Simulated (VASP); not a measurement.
# PtS2 in VASP: single point with PBE+D3(BJ)

Aim: the single point of PtS2 with PBE+D3(BJ).

Program: VASP 6.6.1. These are calculated values, not measurements. Logs are shortened: lines on timing, memory, paths and dates and some standing lists are left out, and cuts for length are marked.

## Step 1: The cell of the first run

The cell holds a slab with vacuum, 6 atoms: a = 3.541 Å, b = 3.541 Å, c = 22.467 Å, α = 90.00°, β = 90.00°, γ = 120.00°.

## Step 2: Single point, PBE+D3(BJ)

INCAR

```
SYSTEM = PtS2
ALGO     = Normal         ! electronic algorithm
DIPOL    = 0.5 0.5 0.370
EDIFF    = 1E-6           ! SCF threshold, eV
ENCUT    = 520            ! plane-wave cutoff, eV
GGA      = PE             ! functional
IDIPOL   = 3            
ISIF     = 2              ! what is computed and relaxed
ISMEAR   = 0              ! smearing method
IVDW     = 12             ! dispersion correction
LASPH    = .TRUE.         ! aspherical terms in the spheres
LCHARG   = .FALSE.        ! write CHGCAR
LDIPOL   = .TRUE.       
LREAL    = .FALSE.        ! projectors in reciprocal space
LWAVE    = .FALSE.        ! write WAVECAR
NBANDS   = 31             ! bands
NELM     = 100            ! most SCF steps
PREC     = Accurate       ! precision mode
SIGMA    = 0.05           ! smearing width, eV
```

KPOINTS

```
k-points
0
G
  9 9 1
  0 0 0
```

POSCAR

```
PtS2
1.0
    3.5414392908      0.0000000000      0.0000000000
   -1.7707196454      3.0669763918      0.0000000000
    0.0000000000      0.0000000000     22.4671527902
S Pt
4 2
Direct
    0.6666666667      0.3333333333      0.2002924021
    0.3333333333      0.6666666667      0.3104320189
    0.6666666667      1.3333333333      0.4295727497
    1.0000000000      1.0000000000      0.5399129607
    0.0000000000      0.0000000000      0.2557419776
    1.3333333333      1.6666666667      0.4845359861
```

Potentials or basis: VASP PAW PBE potentials, release 64 (S, Pt).

Command:

```console
> cat potpaw_PBE.64/S/POTCAR potpaw_PBE.64/Pt/POTCAR > POTCAR
> mpirun -np 1 vasp_std > vasp.out
```

OUTCAR:

```text
SYSTEM = PtS2
   EDIFF = 1E-6
   ENCUT = 520
   GGA = PE
   ISIF = 2
   ISMEAR = 0
   IVDW = 12
   LASPH = .TRUE.
   LREAL = .FALSE.
   NELM = 100
   PREC = Accurate
 IVDW          = 12

 ion  position               nearest neighbor table
   1  0.667  0.333  0.200-   5 2.39   5 2.39   5 2.39
   2  0.333  0.667  0.310-   5 2.39   5 2.39   5 2.39
   3  0.667  0.333  0.430-   6 2.39   6 2.39   6 2.39
   4  0.000  0.000  0.540-   6 2.39   6 2.39   6 2.39
   5  0.000  0.000  0.256-   2 2.39   2 2.39   2 2.39   1 2.39   1 2.39   1 2.39
   6  0.333  0.667  0.485-   3 2.39   3 2.39   3 2.39   4 2.39   4 2.39   4 2.39

  LATTYP: Found a hexagonal cell.
 ALAT       =     3.5414392908
 C/A-ratio  =     6.3440739613

  Lattice vectors:

 A1 = (   3.5414392908,   0.0000000000,   0.0000000000)
 A2 = (  -1.7707196454,   3.0669763918,   0.0000000000)
 A3 = (   0.0000000000,   0.0000000000,  22.4671527902)

Analysis of symmetry for initial positions (statically):
=====================================================================
 Subroutine PRICEL returns:
 Original cell was already a primitive cell.

 Routine SETGRP: Setting up the symmetry group for a
 hexagonal supercell.

 Subroutine GETGRP returns: Found  6 space group operations
 (whereof  6 operations were pure point group operations)
 out of a pool of 24 trial point group operations.

The static configuration has the point symmetry C_3v.

Analysis of symmetry for dynamics (positions and initial velocities):
=====================================================================
 Subroutine PRICEL returns:
 Original cell was already a primitive cell.

 Routine SETGRP: Setting up the symmetry group for a
 hexagonal supercell.

 Subroutine GETGRP returns: Found  6 space group operations
 (whereof  6 operations were pure point group operations)
 out of a pool of 24 trial point group operations.

The dynamic configuration has the point symmetry C_3v.

 Subroutine INISYM returns: Found  6 space group operations
 (whereof  6 operations are pure point group operations),
 and found     1 'primitive' translations

----------------------------------------------------------------------------------------

                                     Primitive cell

  volume of cell :     244.0272

  direct lattice vectors                    reciprocal lattice vectors
     3.541439291  0.000000000  0.000000000     0.282371069  0.163027013  0.000000000
    -1.770719645  3.066976392  0.000000000     0.000000000  0.326054026  0.000000000
     0.000000000  0.000000000 22.467152790     0.000000000  0.000000000  0.044509423

  length of vectors
     3.541439291  3.541439291 22.467152790     0.326054026  0.326054026  0.044509423

  position of ions in fractional coordinates (direct lattice)
     0.666666667  0.333333333  0.200292402
     0.333333333  0.666666667  0.310432019
     0.666666667  0.333333333  0.429572750
     0.000000000  0.000000000  0.539912961
     0.000000000  0.000000000  0.255741978
     0.333333333  0.666666667  0.484535986

  ion indices of the primitive-cell ions
   primitive index   ion index
                 1           1
                 2           2
                 3           3
                 4           4
                 5           5
                 6           6

----------------------------------------------------------------------------------------

 KPOINTS: k-points

Automatic generation of k-mesh.
 Grid dimensions read from file:
 generate k-points for:    9    9    1

 Generating k-lattice:

  Cartesian coordinates                     Fractional coordinates (reciprocal lattice)
     0.031374563  0.018114113  0.000000000     0.111111111 -0.000000000  0.000000000
     0.000000000  0.036228225  0.000000000     0.000000000  0.111111111  0.000000000
     0.000000000  0.000000000  0.044509423     0.000000000  0.000000000  1.000000000

  Length of vectors
     0.036228225  0.036228225  0.044509423

  Shift w.r.t. Gamma in fractional coordinates (k-lattice)
     0.000000000  0.000000000  0.000000000

 Subroutine IBZKPT returns following result:
 ===========================================

 Found     12 irreducible k-points:

 Following reciprocal coordinates:
            Coordinates               Weight
  0.000000  0.000000  0.000000      1.000000
  0.111111 -0.000000  0.000000      6.000000
  0.222222 -0.000000  0.000000      6.000000
  0.333333  0.000000  0.000000      6.000000
  0.444444 -0.000000  0.000000      6.000000
  0.111111  0.111111  0.000000      6.000000
  0.222222  0.111111  0.000000     12.000000
  0.333333  0.111111  0.000000     12.000000
  0.444444  0.111111  0.000000      6.000000
  0.222222  0.222222  0.000000      6.000000
  0.333333  0.222222  0.000000     12.000000
  0.333333  0.333333  0.000000      2.000000
   k-points           NKPTS =     12   k-points in BZ     NKDIM =     12   number of bands    NBANDS=     31
   number of dos      NEDOS =    301   number of ions     NIONS =      6
   total plane-waves  NPLWV = 131712
   dimension x,y,z NGX =    28 NGY =   28 NGZ =  168
   dimension x,y,z NGXF=    56 NGYF=   56 NGZF=  336
   ions per type =               4   2
   NGX,Y,Z   is equivalent  to a cutoff of  13.14, 13.14, 12.43 a.u.
   NGXF,Y,Z  is equivalent  to a cutoff of  26.29, 26.29, 24.86 a.u.
 SYSTEM =  PtS2
   PREC   = accura    normal or accurate (medium, high low for compatibility)
   ISTART =      0    job   : 0-new  1-cont  2-samecut
   ICHARG =      2    charge: 1-file 2-atom 10-const
   ISPIN  =      1    spin polarized calculation?
   LNONCOLLINEAR =      F non collinear calculations
   LSORBIT =      F    spin-orbit coupling
   LASPH  =      T    aspherical Exc in radial PAW
   ENCUT  =  520.0 eV  38.22 Ry    6.18 a.u.   6.58  6.58 41.77*2*pi/ulx,y,z
   NELM   =    100;   NELMIN=  2; NELMDL= -5     # of ELM steps
   EDIFF  = 0.1E-05   stopping-criterion for ELM
   LREAL  =      F    real-space projection
   EDIFFG = 0.1E-04   stopping-criterion for IOM
   NSW    =      0    number of steps for IOM
   IBRION =     -1    ionic relax: 0-MD 1-quasi-New 2-CG
   NFREE  =      0    steps in history (QN), initial steepest desc. (CG)
   ISIF   =      2    stress and relaxation
   ISYM   =      2    0-nonsym 1-usesym 2-fastsym
   POTIM  = 0.5000    time-step for ionic-motion
   TEBEG  =    0.0;   TEEND  =   0.0 temperature during run
   PSTRESS=    0.0 pullay stress
   NELECT =      44.0000    total number of electrons
   NUPDOWN=      -1.0000    fix difference up-down
   EMIN   =  10.00;   EMAX   =-10.00  energy-range for DOS
   EFERMI =   0.00;   METHOD = LEGACY
   ISMEAR =     0;   SIGMA  =   0.05  broadening in eV -4-tet -1-fermi 0-gaus
   EFERMI_NEDOS =   21; number of points for ismear=-14 and -15
   IALGO  =     38    algorithm
   IMIX   =      4    mixing-type and parameters
     AMIX     =   0.40;   BMIX     =  1.00
     AMIX_MAG =   1.60;   BMIX_MAG =  1.00
  volume/ion in A,a.u.               =      40.67       274.46
  Fermi-wavevector in a.u.,A,eV,Ry     =   0.924868  1.747747 11.638156  0.855380
  Thomas-Fermi vector in A             =   2.050660
   LORBIT       =      0    0 simple, 1 ext, 2 COOP (PROOUT), +10 PAW based schemes
   GGA     = PE    functional components
   LHFCALC =     F    Hartree Fock is set to
   AEXX    =    0.0000 exact exchange contribution
   IVDW    =    12    specifies the selected vdW correction
   LEPSILON=     F    determine dielectric tensor
   LRPA    =     F    only Hartree local field effects (RPA)
 non-spin polarized calculation
 Gauss-broadening in eV      SIGMA  =   0.05
  energy-cutoff  :      520.00
  volume of cell :      244.03
 maximum number of plane-waves:      6671
 NGX is ok and might be reduce to    28
   NGX = 13   NGY = 13   NGZ = 83

 number of electron      44.0000001 magnetization

 dipolmoment           0.000000      0.000000     -0.007790 electrons x Angstroem

 Free energy of the ion-electron system (eV)
  ---------------------------------------------------
  ext. energy  EPLUGINS =         0.00000000
  ---------------------------------------------------
  free energy    TOTEN  =       -30.82728004 eV

  energy without entropy =      -30.82728004  energy(sigma->0) =      -30.82728004

 E-fermi :  -0.0483     XC(G=0):  -5.3553

 val. band max:       -0.2652600994   @ k =   0.1111  -0.0000   0.0000
 cond. band min:       0.8543457866   @ k =   0.2222  -0.0000   0.0000
 fundamental gap:      1.1196058860
 Fermi energy:        -0.0483105516

 k-point     1 :       0.0000    0.0000    0.0000
  band No.  band energies     occupation
      1     -15.0538      2.00000
      2     -14.8346      2.00000
      3     -12.9172      2.00000
      4     -12.5292      2.00000
      5      -6.5315      2.00000
      6      -6.4723      2.00000
[... 23 lines left out ...]
     30       5.3981      0.00000
     31       5.6204      0.00000

 k-point     2 :       0.1111   -0.0000    0.0000
  band No.  band energies     occupation
      1     -14.8993      2.00000
      2     -14.6805      2.00000
      3     -12.9322      2.00000
      4     -12.5768      2.00000
      5      -6.5612      2.00000
      6      -6.3987      2.00000
[... 23 lines left out ...]
     30       5.9530      0.00000
     31       6.0494      0.00000

 k-point     3 :       0.2222   -0.0000    0.0000
  band No.  band energies     occupation
      1     -14.4701      2.00000
      2     -14.2549      2.00000
      3     -12.9722      2.00000
      4     -12.6965      2.00000
      5      -6.5516      2.00000
      6      -6.2553      2.00000
[... 295 lines left out ...]
     30       7.6631      0.00000
     31       8.0095      0.00000

 k-point    12 :       0.3333    0.3333    0.0000
  band No.  band energies     occupation
      1     -13.1073      2.00000
      2     -13.0125      2.00000
      3     -13.0112      2.00000
      4     -12.8893      2.00000
      5      -6.3492      2.00000
      6      -6.2969      2.00000
[... 23 lines left out ...]
     30       7.9542      0.00000
     31       8.1342      0.00000

------------------------ aborting loop because EDIFF is reached ----------------------------------------

 vacuum level on the upper side and lower side of the slab       (xc-potential included)        -0.366        -0.262

 Edisp (eV)   -2.05340

 E8    (eV) :    -0.8521

  FORCE on cell =-STRESS in cart. coord.  units (eV):
  Direction    XX          YY          ZZ          XY          YZ          ZX
  --------------------------------------------------------------------------------------
  -------------------------------------------------------------------------------------
  Total      -0.07220    -0.07220    -0.25369     0.00000     0.00000     0.00000
  in kB      -0.47401    -0.47401    -1.66564     0.00000     0.00000     0.00000
  external pressure =       -0.87 kB  Pullay stress =        0.00 kB

 VOLUME and BASIS-vectors are now :
 -----------------------------------------------------------------------------
  energy-cutoff  :      520.00
  volume of cell :      244.03
      direct lattice vectors                 reciprocal lattice vectors
     3.541439291  0.000000000  0.000000000     0.282371069  0.163027013  0.000000000
    -1.770719645  3.066976392  0.000000000     0.000000000  0.326054026  0.000000000
     0.000000000  0.000000000 22.467152790     0.000000000  0.000000000  0.044509423

 POSITION                                       TOTAL-FORCE (eV/Angst)
 -----------------------------------------------------------------------------------
      1.77072      1.02233      4.50000         0.000000     -0.000000      0.038806
     -0.00000      2.04465      6.97452         0.000000     -0.000000     -0.036161
      1.77072      1.02233      9.65128        -0.000000      0.000000      0.039155
      0.00000      0.00000     12.13031         0.000000     -0.000000     -0.038374
      0.00000      0.00000      5.74579        -0.000000     -0.000000     -0.003941
     -0.00000      2.04465     10.88614        -0.000000      0.000000      0.000514
 -----------------------------------------------------------------------------------
    total drift:                                0.000000     -0.000000     -0.000036

  FREE ENERGIE OF THE ION-ELECTRON SYSTEM (eV)
  ---------------------------------------------------
  free  energy   TOTEN  =       -32.8806795315 eV

  energy  without entropy=      -32.8806795314  energy(sigma->0) =      -32.88067953

 vacuum level on the upper side and lower side of the slab         5.152         5.255
```

Run time: 70 s. Hardware: 1 thread of Intel Xeon 6975P-C (Granite Rapids), shared host; peak memory 0.38 GiB.

What came out:

| Quantity | Value |
| --- | --- |
| Free energy | -32.8807 eV |
| Largest force | 0.039 eV/Å |
| Band gap on the k mesh | 1.12 eV, indirect (least direct gap 1.41 eV) |
| Dispersion energy per atom | -0.342 eV |

Forces in eV/Å, atoms in the order of the input:
```
S    0.000  0.000  0.039
S    0.000  0.000 -0.036
S    0.000  0.000  0.039
S    0.000  0.000 -0.038
Pt   0.000  0.000 -0.004
Pt   0.000  0.000  0.001
```

Caveat: spin-orbit coupling is left out, which moves the levels of the heavy elements.
